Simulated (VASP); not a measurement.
# Pd (P6_3/mmc) in VASP: notebook, part 2 of 2

VASP 6.6.1. The steps go on from the part before.

## (4) Single point, revPBE, collinear spin, ferromagnetic start

This run uses another cell than the first one, of 15.73 Å³/atom, 1.087 times its volume.

Input file INCAR:

```
  ALGO = Normal
  EDIFF = 1E-6
  ENCUT = 520
  GGA = RE
  ISIF = 2
  ISMEAR = -1
  ISPIN = 2
  LASPH = T
  LCHARG = T
  LELF = T
  LMAXMIX = 4
  LORBIT = 11
  LREAL = F
  LVHAR = T
  LWAVE = F
  MAGMOM = 0.349 0.349
  NBANDS = 21
  NELM = 150
  PREC = Accurate
  SIGMA = 0.05
```

Input file KPOINTS:

```
k-points
0
Gamma
  15 15 8
```

Input file POSCAR:

```
Pd
1.0
    2.7861886400      0.0000000000      0.0000000000
   -1.3930943200      2.4129101420      0.0000000000
    0.0000000000      0.0000000000      4.6789703394
Pd
2
Direct
    0.3333333333      0.6666666667      0.2500000000
    0.6666666667      0.3333333333      0.7500000000
```

Potentials or basis: VASP PAW PBE potentials, release 64 (Pd).

Launch:

```bash
$ cat potpaw_PBE.64/Pd/POTCAR > POTCAR
$ mpirun -np 1 vasp_std > vasp.out
```

OUTCAR:

```text
EDIFF = 1E-6
   ENCUT = 520
   GGA = RE
   ISIF = 2
   ISMEAR = -1
   ISPIN = 2
   LASPH = T
   LORBIT = 11
   LREAL = F
   NELM = 150
   PREC = Accurate

 ion  position               nearest neighbor table
   1  0.333  0.667  0.250-   2 2.84   2 2.84   2 2.84   2 2.84   2 2.84   2 2.84
   2  0.667  0.333  0.750-   1 2.84   1 2.84   1 2.84   1 2.84   1 2.84   1 2.84

  LATTYP: Found a hexagonal cell.
 ALAT       =     2.7861886400
 C/A-ratio  =     1.6793444178

  Lattice vectors:

 A1 = (   2.7861886400,   0.0000000000,   0.0000000000)
 A2 = (  -1.3930943200,   2.4129101420,   0.0000000000)
[... 1369 lines left out ...]

 VOLUME and BASIS-vectors are now :
 -----------------------------------------------------------------------------
  energy-cutoff  :      520.00
  volume of cell :       31.46
      direct lattice vectors                 reciprocal lattice vectors
     2.786188640  0.000000000  0.000000000     0.358913243  0.207218657  0.000000000
    -1.393094320  2.412910142  0.000000000     0.000000000  0.414437315  0.000000000
     0.000000000  0.000000000  4.678970339     0.000000000  0.000000000  0.213722235

 POSITION                                       TOTAL-FORCE (eV/Angst)
 -----------------------------------------------------------------------------------
     -0.00000      1.60861      1.16974         0.000000      0.000000      0.000000
      1.39309      0.80430      3.50923         0.000000     -0.000000      0.000000
 -----------------------------------------------------------------------------------
    total drift:                                0.000000     -0.000000      0.000000

  FREE ENERGIE OF THE ION-ELECTRON SYSTEM (eV)
  ---------------------------------------------------
  free  energy   TOTEN  =        -9.4575331438 eV

  energy  without entropy=       -9.4243061551  energy(sigma->0) =       -9.44091965

 total charge

# of ion       s       p       d       tot
------------------------------------------
    1        0.459   0.411   8.453   9.324
    2        0.459   0.411   8.453   9.324
--------------------------------------------------
tot          0.919   0.823  16.906  18.648

 magnetization (x)

# of ion       s       p       d       tot
------------------------------------------
    1       -0.003  -0.009   0.363   0.352
    2       -0.003  -0.009   0.363   0.352
--------------------------------------------------
tot         -0.005  -0.017   0.726   0.703
```

OSZICAR:

```text
N       E                     dE             d eps       ncg     rms          rms(c)
DAV:   1     0.115569611090E+03    0.11557E+03   -0.97372E+03 11340   0.904E+02
DAV:   2    -0.719308029592E+01   -0.12276E+03   -0.11445E+03 12750   0.227E+02
DAV:   3    -0.986260321533E+01   -0.26695E+01   -0.26379E+01 13428   0.352E+01
DAV:   4    -0.988088528846E+01   -0.18282E-01   -0.18279E-01 13448   0.293E+00
DAV:   5    -0.988117771158E+01   -0.29242E-03   -0.29242E-03 13958   0.396E-01    0.900E+00
DAV:   6    -0.947429503754E+01    0.40688E+00   -0.72345E-01 13820   0.811E+00    0.463E+00
DAV:   7    -0.946114465945E+01    0.13150E-01   -0.88868E-03 13683   0.735E-01    0.239E+00
DAV:   8    -0.945735173687E+01    0.37929E-02   -0.17022E-03 13616   0.262E-01    0.520E-01
DAV:   9    -0.945747770689E+01   -0.12597E-03   -0.48538E-05 14895   0.460E-02    0.771E-02
DAV:  10    -0.945752649478E+01   -0.48788E-04   -0.19667E-05 13579   0.320E-02    0.251E-02
DAV:  11    -0.945753299350E+01   -0.64987E-05   -0.62302E-06 13186   0.190E-02    0.570E-03
DAV:  12    -0.945753314381E+01   -0.15031E-06   -0.72024E-07  9220   0.647E-03
   1 F= -.94575331E+01 E0= -.94409196E+01  d E =-.332270E-01  mag=     0.6981
```

stdout:

```text
POSCAR found type information on POSCAR Pd
 POSCAR found :  1 types and       2 ions
 scaLAPACK will be used
 -----------------------------------------------------------------------------
|                                                                             |
|                                                                             |
|     You enforced a specific xc type in the INCAR file but a different       |
|     I HOPE YOU KNOW WHAT YOU ARE DOING!                                     |
|                                                                             |
 -----------------------------------------------------------------------------

 LDA part: xc-table for (Slater+PW92), standard interpolation
 POSCAR, INCAR and KPOINTS ok, starting setup
 FFT: planning ... GRIDC
 FFT: planning ... GRID_SOFT
 FFT: planning ... GRID
 WAVECAR not read
 entering main loop
```

Run time: 1.7 min. Hardware: 1 thread of Intel Xeon 6975P-C, shared host; peak memory 0.26 GiB.

Results:

```yaml
Free_energy: -9.4575 eV
Pressure: -0.1 GPa
Net_moment: 0.70 μB per cell
Site_moments: Pd +0.35 μB
Valence_electrons_inside_the_program's_atomic_spheres: Pd 9.32
```

Levels at points of the mesh, in eV from the Fermi level:
Spin up:
```csv
k point,band 7,band 8,band 9,band 10,band 11,band 12,band 13,band 14
"(0.00, 0.00, 0.00)",-2.32,-1.62,-1.62,-0.37,-0.37,0.94,6.34,17.11
"(0.00, 0.00, 0.50)",-2.65,-2.65,-0.79,-0.79,-0.79,-0.79,13.37,13.37
```
Spin down:
```tsv
k point	band 8	band 9	band 10	band 11	band 12	band 13
(0.00, 0.00, 0.00)	-1.38	-1.38	-0.12	-0.12	0.92	6.52
(0.00, 0.00, 0.50)	-2.39	-0.54	-0.54	-0.54	-0.54	13.43
```

Caveat: the PAW data sets were made with another functional, which shifts forces and pressure a little.

## (5) Single point, revPBE (volume scaled by 0.88)

Input file INCAR:

```
PREC = Accurate
ENCUT = 520
EDIFF = 1E-6
ISMEAR = -1
SIGMA = 0.1
LREAL = F
LASPH = T
NELM = 80
ALGO = Normal
ISIF = 2
LWAVE = F
LCHARG = F
GGA = RE
NBANDS = 17
```

Input file KPOINTS:

```
Automatic mesh
0
Gamma
  21 21 11
```

Input file POSCAR:

```
Pd
1.0
    2.6791912557      0.0000000000      0.0000000000
   -1.3395956279      2.3202476891      0.0000000000
    0.0000000000      0.0000000000      4.4611535649
Pd
2
Direct
    0.3333333333      0.6666666667      0.2500000000
    0.6666666667      0.3333333333      0.7500000000
```

Launch:

```bash
$ cat potpaw_PBE.64/Pd/POTCAR > POTCAR
$ mpirun -np 1 vasp_std > vasp.out
```

Wall time 55 s (1 thread of AMD EPYC 9R45 (Zen 5), shared host); peak memory 0.2 GiB.

Results (log left out):

```
Free energy            : -9.2375 eV
Pressure               : 26.7 GPa
Band gap on the k mesh : zero (band 10 reaches 11.18 eV, above the bottom of band 11 at 10.25 eV)
```

Stress tensor (GPa, compression positive):
```
26.92  0.00  0.00
 0.00 26.92  0.00
 0.00  0.00 26.38
```

Levels at points of the mesh, in eV from the Fermi level:
```csv
k point,band 8,band 9,band 10,band 11,band 12,band 13
"(0.00, 0.00, 0.00)",-1.88,-1.88,-0.30,-0.30,0.69,7.52
```

Caveat: the cell differs from its parent crystal (volume scaled by 0.88); the PAW data sets were made with another functional, which shifts forces and pressure a little.

## (6) Summary

```csv
spin,cell,k mesh,smearing,gap on the mesh (eV),pressure (GPa),moment (μB)
"collinear, ferromagnetic start","a = 2.710, b = 2.710, c = 4.551 Å, angles 90.0, 90.0, 120.0°, 2 atoms",15 × 15 × 8,fermi-dirac 0.05 eV,none,15.6,0.47
"collinear, ferromagnetic start","a = 2.749, b = 2.749, c = 4.616 Å, angles 90.0, 90.0, 120.0°, 2 atoms",15 × 15 × 8,fermi-dirac 0.05 eV,none,6.8,0.62
"collinear, ferromagnetic start","a = 2.786, b = 2.786, c = 4.679 Å, angles 90.0, 90.0, 120.0°, 2 atoms",15 × 15 × 8,fermi-dirac 0.05 eV,none,-0.1,0.70
off,"a = 2.679, b = 2.679, c = 4.461 Å, angles 90.0, 90.0, 120.0°, 2 atoms",21 × 21 × 11,fermi-dirac 0.1 eV,none,26.7,-
```

Alike in all rows: task single point; level revPBE; potentials or basis VASP PAW PBE potentials, release 64 (Pd); cutoff (eV) 520.

Caveats: the PAW data sets were made with another functional, which shifts forces and pressure a little.

Absolute energies hang on the potentials; compare differences alone.
